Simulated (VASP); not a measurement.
Write the native input for VASP 6.6.1 that does the following.

- Task: single point
- Functional: PBE
- Potentials or basis: VASP PAW PBE potentials, release 64 (Pb_d)
- Cutoff: 520 eV
- k mesh: 16 × 16 × 16
- Occupations: gaussian, width 0.15 eV
- Spin: no spin polarisation
- Dipole correction: no
- Further INCAR settings: ALGO = Fast; EDIFF = 1e-07; NBANDS = 13

The structure of Pb lies in POSCAR:

```
Pb
1.0
    0.0000000000      2.5685920000      2.6673840000
    2.5685920000      0.0000000000      2.6673840000
    2.5685920000      2.5685920000      0.0000000000
Pb
1
Direct
    0.0000000000      0.0000000000      0.0000000000
```

This cell differs from its parent crystal: strain +0.040 along x and y, +0.080 along z.

The input as run:

INCAR

```
PREC     = Accurate       # precision mode
ENCUT    = 520            # plane-wave cutoff, eV
EDIFF    = 1E-7           # SCF threshold, eV
ISMEAR   = 0              # smearing method
SIGMA    = 0.15           # smearing width, eV
LREAL    = False          # projectors in reciprocal space
LASPH    = True           # aspherical terms in the spheres
NELM     = 80             # most SCF steps
ALGO     = Fast           # electronic algorithm
ISIF     = 2              # what is computed and relaxed
LWAVE    = False          # write WAVECAR
LCHARG   = False          # write CHGCAR
GGA      = PE             # functional
NBANDS   = 13             # bands
```

KPOINTS

```
Automatic mesh
0
Gamma
  16 16 16
```

Potentials or basis: VASP PAW PBE potentials, release 64 (Pb_d).

Command:

```bash
$ cat potpaw_PBE.64/Pb_d/POTCAR > POTCAR
$ mpirun -np 1 vasp_std > vasp.out
```

Results of the run:

```json
{
  "Pressure": "-3.1 GPa",
  "Band gap on the k mesh": "zero (bands 7 and 8 overlap by 7.77 eV)"
}
```

Caveat: the cell differs from its parent crystal (strain +0.040 along x and y, +0.080 along z); the cell stands under tension; spin-orbit coupling is left out, which moves the levels of the heavy elements.

It took 71 s on 1 thread of Intel(R) Xeon(R) 6975P-C (Granite Rapids), on a shared host, peak memory 0.26 GiB.
